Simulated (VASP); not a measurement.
# AgCl (P1) in VASP: single point with PBE

Aim: the single point of AgCl with PBE.

All numbers are computed with VASP 6.6.1; they aren't measurements. Logs are shortened: lines on timing, memory, paths and dates and some standing lists are left out, and cuts for length are marked.

## (1) The cell of the first run

The typed cell holds 4 atoms: a = 3.963 Å, b = 3.970 Å, c = 6.995 Å, α = 73.43°, β = 72.13°, γ = 60.38°.

## (2) Single point, PBE

File INCAR:

```
SYSTEM = AgCl
  PREC = Accurate
  ENCUT = 520
  EDIFF = 1E-7
  ISMEAR = 0
  SIGMA = 0.1
  LREAL = .False.
  LASPH = .True.
  NELM = 100
  ALGO = Normal
  ISIF = 2
  LWAVE = .False.
  LCHARG = .False.
  GGA = PE
  NBANDS = 26
```

File KPOINTS:

```
Automatic mesh
0
Gamma
  6 6 6
  0 0 0
```

File POSCAR:

```
AgCl
1.0
   -0.0397216716      2.8277382837      2.7769740316
    2.8096917756      2.8043906878     -0.0154666453
   -2.9027430676      5.7163489574     -2.7979869104
Ag Cl
2 2
Direct
    0.0066359041     -0.0144170290      1.0024881039
    0.4892899980      0.5073469793      0.5021681981
    0.6846216328      0.8045871951      0.7450256718
    0.3194524651      0.2024828545      0.2503180262
```

Potentials or basis: VASP PAW PBE potentials, release 64 (Ag, Cl).

Command:

```sh
$ cat potpaw_PBE.64/Ag/POTCAR potpaw_PBE.64/Cl/POTCAR > POTCAR
$ mpirun -np 1 vasp_std > vasp.out
```

OUTCAR:

```text
SYSTEM = AgCl
   PREC = Accurate
   ENCUT = 520
   EDIFF = 1E-7
   ISMEAR = 0
   LREAL = .False.
   LASPH = .True.
   NELM = 100
   ISIF = 2
   GGA = PE

 ion  position               nearest neighbor table
   1  0.007  0.986  0.002-   4 2.61   3 2.62   3 2.91   4 2.92   4 2.94   3 3.07
   2  0.489  0.507  0.502-   3 2.69   4 2.70   3 2.78   4 2.79   3 2.92   4 3.02
   3  0.685  0.805  0.745-   1 2.62   2 2.69   2 2.78   1 2.91   2 2.92   1 3.07
   4  0.319  0.202  0.250-   1 2.61   2 2.70   2 2.79   1 2.92   1 2.94   2 3.02

  Warning from LATTYP: Got some problem with cell dimensions!
  Tried to take original basis but could not verify dimensions!
  LATTYP: Found a triclinic cell.
 ALAT       =     6.9950906692
 B/A-ratio  =     1.1616681307
 C/A-ratio  =     1.6954793660
 COS(alpha) =     0.0006394911
 COS(beta)  =     0.4729738827
 COS(gamma) =     0.8712347413

  Lattice vectors:

 A1 = (   2.9027430676,  -5.7163489574,   2.7979869104)
 A2 = (   5.7521565148,  -5.7396965533,   0.0055462335)
 A3 = (  -2.8358054984,  -2.8419154819,  11.1598422958)

Analysis of symmetry for initial positions (statically):
=====================================================================
 Subroutine PRICEL returns:
 Original cell was already a primitive cell.

 Routine SETGRP: Setting up the symmetry group for a
 triclinic supercell.

 Subroutine GETGRP returns: Found  1 space group operations
 (whereof  1 operations were pure point group operations)
 out of a pool of  2 trial point group operations.

The static configuration has the point symmetry C_1 .

Analysis of symmetry for dynamics (positions and initial velocities):
=====================================================================
 Subroutine PRICEL returns:
 Original cell was already a primitive cell.

 Routine SETGRP: Setting up the symmetry group for a
 triclinic supercell.

 Subroutine GETGRP returns: Found  1 space group operations
 (whereof  1 operations were pure point group operations)
 out of a pool of  2 trial point group operations.

The dynamic configuration has the point symmetry C_1 .

 Subroutine INISYM returns: Found  1 space group operations
 (whereof  1 operations are pure point group operations),
 and found     1 'primitive' translations

----------------------------------------------------------------------------------------

                                     Primitive cell

  volume of cell :      89.8726

  direct lattice vectors                    reciprocal lattice vectors
    -0.039721672  2.827738284  2.776974032    -0.086324855  0.087973198  0.269288025
     2.809691776  2.804390688 -0.015466645     0.264665069  0.090928564 -0.088805023
    -2.902743068  5.716348957 -2.797986910    -0.087139564  0.086809886 -0.089643247

  length of vectors
     3.963491691  3.969787680  6.995090669     0.296154191  0.293601659  0.152201090

  position of ions in fractional coordinates (direct lattice)
     0.006635904  0.985582971  0.002488104
     0.489289998  0.507346979  0.502168198
     0.684621633  0.804587195  0.745025672
     0.319452465  0.202482854  0.250318026

  ion indices of the primitive-cell ions
   primitive index   ion index
                 1           1
                 2           2
                 3           3
                 4           4

----------------------------------------------------------------------------------------

 KPOINTS: Automatic mesh

Automatic generation of k-mesh.
 Grid dimensions read from file:
 generate k-points for:    6    6    6

 Generating k-lattice:

  Cartesian coordinates                     Fractional coordinates (reciprocal lattice)
    -0.014387476  0.014662200  0.044881338     0.166666667 -0.000000000  0.000000000
     0.044110845  0.015154761 -0.014800837     0.000000000  0.166666667  0.000000000
    -0.014523261  0.014468314 -0.014940541     0.000000000 -0.000000000  0.166666667

  Length of vectors
     0.049359032  0.048933610  0.025366848

  Shift w.r.t. Gamma in fractional coordinates (k-lattice)
     0.000000000  0.000000000  0.000000000

 Subroutine IBZKPT returns following result:
 ===========================================

 Found    112 irreducible k-points:

 Following reciprocal coordinates:
            Coordinates               Weight
  0.000000  0.000000  0.000000      1.000000
  0.166667  0.000000  0.000000      2.000000
  0.333333  0.000000  0.000000      2.000000
  0.500000  0.000000  0.000000      1.000000
  0.000000  0.166667  0.000000      2.000000
  0.166667  0.166667 -0.000000      2.000000
[... 16 lines left out ...]
  0.333333  0.000000  0.166667      2.000000
  0.500000  0.000000  0.166667      2.000000
 [... further k-points ...]
   k-points           NKPTS =    112   k-points in BZ     NKDIM =    112   number of bands    NBANDS=     26
   number of dos      NEDOS =    301   number of ions     NIONS =      4
   total plane-waves  NPLWV =  48600
   dimension x,y,z NGX =    30 NGY =   30 NGZ =   54
   dimension x,y,z NGXF=    60 NGYF=   60 NGZF=  108
   ions per type =               2   2
   NGX,Y,Z   is equivalent  to a cutoff of  12.58, 12.56, 12.83 a.u.
   NGXF,Y,Z  is equivalent  to a cutoff of  25.17, 25.13, 25.67 a.u.
 SYSTEM =  AgCl
   PREC   = accura    normal or accurate (medium, high low for compatibility)
   ISTART =      0    job   : 0-new  1-cont  2-samecut
   ICHARG =      2    charge: 1-file 2-atom 10-const
   ISPIN  =      1    spin polarized calculation?
   LNONCOLLINEAR =      F non collinear calculations
   LSORBIT =      F    spin-orbit coupling
   LASPH  =      T    aspherical Exc in radial PAW
   ENCUT  =  520.0 eV  38.22 Ry    6.18 a.u.   7.37  7.38 13.01*2*pi/ulx,y,z
   NELM   =    100;   NELMIN=  2; NELMDL= -5     # of ELM steps
   EDIFF  = 0.1E-06   stopping-criterion for ELM
   LREAL  =      F    real-space projection
   EDIFFG = 0.1E-05   stopping-criterion for IOM
   NSW    =      0    number of steps for IOM
   IBRION =     -1    ionic relax: 0-MD 1-quasi-New 2-CG
   NFREE  =      0    steps in history (QN), initial steepest desc. (CG)
   ISIF   =      2    stress and relaxation
   ISYM   =      2    0-nonsym 1-usesym 2-fastsym
   POTIM  = 0.5000    time-step for ionic-motion
   TEBEG  =    0.0;   TEEND  =   0.0 temperature during run
   PSTRESS=    0.0 pullay stress
   NELECT =      36.0000    total number of electrons
   NUPDOWN=      -1.0000    fix difference up-down
   EMIN   =  10.00;   EMAX   =-10.00  energy-range for DOS
   EFERMI =   0.00;   METHOD = LEGACY
   ISMEAR =     0;   SIGMA  =   0.10  broadening in eV -4-tet -1-fermi 0-gaus
   EFERMI_NEDOS =   21; number of points for ismear=-14 and -15
   IALGO  =     38    algorithm
   IMIX   =      4    mixing-type and parameters
     AMIX     =   0.40;   BMIX     =  1.00
     AMIX_MAG =   1.60;   BMIX_MAG =  1.00
  volume/ion in A,a.u.               =      22.47       151.62
  Fermi-wavevector in a.u.,A,eV,Ry     =   1.206794  2.280511 19.814882  1.456353
  Thomas-Fermi vector in A             =   2.342451
   LORBIT       =      0    0 simple, 1 ext, 2 COOP (PROOUT), +10 PAW based schemes
   GGA     = PE    functional components
   LHFCALC =     F    Hartree Fock is set to
   AEXX    =    0.0000 exact exchange contribution
   IVDW    =     0    specifies the selected vdW correction
   LEPSILON=     F    determine dielectric tensor
   LRPA    =     F    only Hartree local field effects (RPA)
 non-spin polarized calculation
 Gauss-broadening in eV      SIGMA  =   0.10
  energy-cutoff  :      520.00
  volume of cell :       89.87
 maximum number of plane-waves:      2440
 NGX is ok and might be reduce to    30
   NGX = 15   NGY = 15   NGZ = 25

 number of electron      36.0000001 magnetization

 Free energy of the ion-electron system (eV)
  ---------------------------------------------------
  ext. energy  EPLUGINS =         0.00000000
  ---------------------------------------------------
  free energy    TOTEN  =       -10.80140508 eV

  energy without entropy =      -10.80140508  energy(sigma->0) =      -10.80140508

 E-fermi :   3.6749     XC(G=0):  -9.6818

 val. band max:        3.2343681612   @ k =  -0.1667   0.3333   0.1667
 cond. band min:       4.2808669843   @ k =   0.0000   0.0000   0.0000
 fundamental gap:      1.0464988230
 Fermi energy:         3.6748929275

 k-point     1 :       0.0000    0.0000    0.0000
  band No.  band energies     occupation
      1     -11.6936      2.00000
      2     -11.3032      2.00000
      3      -1.7840      2.00000
      4      -0.7316      2.00000
      5      -0.6619      2.00000
      6       0.7951      2.00000
[... 18 lines left out ...]
     25      14.2104      0.00000
     26      14.2501      0.00000

 k-point     2 :       0.1667    0.0000    0.0000
  band No.  band energies     occupation
      1     -11.6107      2.00000
      2     -11.2906      2.00000
      3      -1.5322      2.00000
      4      -0.7023      2.00000
      5      -0.6176      2.00000
      6      -0.2804      2.00000
[... 18 lines left out ...]
     25      13.1602      0.00000
     26      13.4370      0.00000

 k-point     3 :       0.3333    0.0000    0.0000
  band No.  band energies     occupation
      1     -11.4388      2.00000
      2     -11.2616      2.00000
      3      -1.2170      2.00000
      4      -1.1177      2.00000
      5      -0.6029      2.00000
      6      -0.5385      2.00000
[... 18 lines left out ...]
     25      12.4574      0.00000
     26      12.6743      0.00000

 k-point     4 :       0.5000    0.0000    0.0000
  band No.  band energies     occupation
      1     -11.3469      2.00000
      2     -11.2481      2.00000
      3      -1.3882      2.00000
      4      -1.0773      2.00000
      5      -0.7371      2.00000
      6      -0.5096      2.00000
[... 18 lines left out ...]
     25      12.5347      0.00000
     26      12.5544      0.00000
[... 496 lines left out ...]
      1     -11.6077      2.00000
      2     -11.2940      2.00000
      3      -1.5406      2.00000
      4      -0.7043      2.00000
      5      -0.5607      2.00000
      6      -0.0617      2.00000
[... 18 lines left out ...]
     25      13.2558      0.00000
     26      13.3622      0.00000

 k-point    23 :       0.3333    0.0000    0.1667
  band No.  band energies     occupation
      1     -11.4429      2.00000
      2     -11.2574      2.00000
      3      -1.1796      2.00000
      4      -1.0521      2.00000
      5      -0.6250      2.00000
      6      -0.5106      2.00000
[... 18 lines left out ...]
     25      12.1995      0.00000
     26      12.9979      0.00000

 k-point    24 :       0.5000    0.0000    0.1667
  band No.  band energies     occupation
      1     -11.3404      2.00000
      2     -11.2548      2.00000
      3      -1.4768      2.00000
      4      -1.0217      2.00000
      5      -0.7499      2.00000
      6      -0.5679      2.00000
[... 18 lines left out ...]
     25      11.8992      0.00000
     26      13.3964      0.00000

 [... further k-points ...]

------------------------ aborting loop because EDIFF is reached ----------------------------------------

  FORCE on cell =-STRESS in cart. coord.  units (eV):
  Direction    XX          YY          ZZ          XY          YZ          ZX
  --------------------------------------------------------------------------------------
  -------------------------------------------------------------------------------------
  Total       -0.0590994      0.0479795     -0.0766462     -0.0016368      0.0163050     -0.0200371
  in kB       -1.0535778      0.8553404     -1.3663889     -0.0291791      0.2906735     -0.3572048
  external PRESSURE =      -0.5215421 kB  Pullay stress =       0.0000000 kB

 VOLUME and BASIS-vectors are now :
 -----------------------------------------------------------------------------
  energy-cutoff  :      520.00
  volume of cell :       89.87
      direct lattice vectors                 reciprocal lattice vectors
    -0.039721672  2.827738284  2.776974032    -0.086324855  0.087973198  0.269288025
     2.809691776  2.804390688 -0.015466645     0.264665069  0.090928564 -0.088805023
    -2.902743068  5.716348957 -2.797986910    -0.087139564  0.086809886 -0.089643247

 POSITION                                       TOTAL-FORCE (eV/Angst)
 -----------------------------------------------------------------------------------
      2.76170      2.79695     -0.00378         0.009854     -0.000516      0.007728
     -0.05161      5.67695     -0.05416         0.000410     -0.005657      0.011269
      0.07083      8.45113     -0.19584        -0.018789      0.012902     -0.023787
     -0.17038      2.90207      0.18359         0.008525     -0.006729      0.004790
 -----------------------------------------------------------------------------------
    total drift:                                0.000074     -0.000038      0.000031

  FREE ENERGIE OF THE ION-ELECTRON SYSTEM (eV)
  ---------------------------------------------------
  free  energy   TOTEN  =       -10.8014050830 eV

  energy  without entropy=      -10.8014050830  energy(sigma->0) =      -10.80140508
```

Wall time 2.9 min (1 thread of Intel Xeon Platinum 8488C (Sapphire Rapids), shared host); peak memory 0.36 GiB.

What came out:

```yaml
Free_energy: -10.8014 eV
Pressure: -0.1 GPa
Largest_force: 0.033 eV/Å
Band_gap_on_the_k_mesh: 1.05 eV (least direct gap 1.11 eV)
```

Forces on the atoms (eV/Å):
```
Ag   0.010 -0.001  0.008
Ag   0.000 -0.006  0.011
Cl  -0.019  0.013 -0.024
Cl   0.009 -0.007  0.005
```

Levels at points of the mesh, in eV from the valence-band top:
```csv
k point,band 14,band 15,band 16,band 17,band 18,band 19,band 20,band 21,band 22,band 23
"(0.00, 0.00, 0.00)",-1.99,-1.97,-1.64,-0.13,-0.06,1.05,4.40,6.17,7.88,8.02
"(0.50, 0.00, 0.00)",-1.72,-1.22,-1.15,-0.82,-0.68,3.79,3.91,6.04,7.31,7.72
"(0.00, 0.50, 0.00)",-1.75,-1.24,-1.12,-0.81,-0.74,3.87,4.00,5.87,7.09,7.64
"(0.50, 0.50, 0.00)",-1.90,-1.85,-1.61,-0.12,-0.04,2.63,4.21,6.32,7.27,7.59
"(0.00, 0.00, 0.50)",-1.89,-1.13,-1.05,-0.55,-0.46,2.90,2.92,7.64,7.79,8.91
"(0.50, 0.00, 0.50)",-1.90,-1.87,-1.66,-0.10,-0.06,2.71,4.42,6.01,7.31,7.74
"(0.00, 0.50, 0.50)",-1.90,-1.87,-1.64,-0.10,-0.07,2.69,4.30,6.19,7.17,7.74
"(0.50, 0.50, 0.50)",-1.75,-1.24,-1.12,-0.80,-0.76,3.97,4.03,6.03,6.59,7.79
```

A k mesh can miss the band edges.
